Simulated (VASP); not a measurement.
Wanted: the native input for a VASP 6.6.1 run.

```yaml
Task: single point
Functional: PBE
Potentials_or_basis: VASP PAW PBE potentials, release 64 (Zn, C)
Cutoff: 520 eV
k_mesh: 6 × 6 × 6
Occupations: gaussian, width 0.1 eV
Spin: no spin polarisation
Dipole_correction: no
Further_INCAR_settings: ALGO = Normal; EDIFF = 1e-06; NBANDS = 17
```

The structure of ZnC2 lies in POSCAR:

```
ZnC2
1.0
    3.0826480677      0.0000000000      0.0000000000
   -1.5413240339      2.6696515376      0.0000000000
    0.0000000000      0.0000000000      3.3284406047
Zn C
1 2
Direct
    0.0000000000      0.0000000000      0.0000000000
    0.3333333333      0.6666666667      0.5000000000
    0.6666666667      0.3333333333      0.5000000000
```

These files were run (other wordings do the same):

INCAR

```
SYSTEM = ZnC2
  PREC = Accurate
  ENCUT = 520
  EDIFF = 1E-6
  ISMEAR = 0
  SIGMA = 0.1
  LREAL = .FALSE.
  LASPH = .TRUE.
  NELM = 60
  ALGO = Normal
  ISIF = 2
  LWAVE = .FALSE.
  LCHARG = .TRUE.
  GGA = PE
  LELF = .TRUE.
  LVHAR = .TRUE.
  NBANDS = 17
```

KPOINTS

```
Automatic mesh
0
G
  6 6 6
  0 0 0
```

Potentials or basis: VASP PAW PBE potentials, release 64 (Zn, C).

The run is started by

```console
$ cat potpaw_PBE.64/Zn/POTCAR potpaw_PBE.64/C/POTCAR > POTCAR
$ mpirun -np 1 vasp_std > vasp.out
```

Results of the run:

```json
{"Pressure": "-6.8 GPa", "Band gap on the k mesh": "zero (bands 10 and 11 overlap by 2.21 eV)"}
```

Caveat: the k points lie up to 0.39 Å⁻¹ apart, too coarse for converged energies and pressures of a metal.

Run time: 5.2 s on 1 thread of Intel(R) Xeon(R) 6975P-C (Granite Rapids), with other jobs on the host, peak memory 0.14 GiB.
